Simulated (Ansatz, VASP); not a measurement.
## One calculation of Al3GaN4, two programs

```xyz
8
Lattice="4.5392 0.0000 0.0000 0.0000 4.5392 0.0000 0.0000 0.0000 4.5392" Properties=species:S:1:pos:R:3 pbc="T T T"
Al    2.2696    2.2696    0.0000
Al    2.2696    0.0000    2.2696
Al    0.0000    2.2696    2.2696
Ga    0.0000    0.0000    0.0000
N     3.3804    3.3804    1.1588
N     3.3804    1.1588    3.3804
N     1.1588    3.3804    3.3804
N     1.1588    1.1588    1.1588
```

Change from the starting cell: equal strain along all axes, cell held, atoms relaxed: +3.0 %.

Alike in both runs: functional PBEsol; k mesh 6 × 6 × 6; occupations gaussian, width 0.02 eV; no spin polarisation.

Ansatz relaxed the structure, and its values are those at the end. VASP's run is a single point on that final structure, the one shown.

|  | VASP | Ansatz |
| --- | --- | --- |
| version | VASP 6.6.1 | Ansatz 0.2.0 |
| potentials or method | VASP PAW PBE potentials, release 64 (Al, Ga_d, N), cutoff 520 eV | scalar-relativistic, plane waves, PAW |
| valence electrons in the cell | 42 | 42 |

Ansatz gave:

- gap on the k mesh at the Fermi level (eV): 2.72
- least direct gap on the mesh (eV): 2.72
- pressure (GPa): -14.6

Which values does VASP return?

gap on the k mesh at the Fermi level (eV): 2.74; least direct gap on the mesh (eV): 2.74; pressure (GPa): -14.7.

VASP's potentials were made for PBE, not for PBEsol. Ansatz's warnings: stress scf threshold loose.
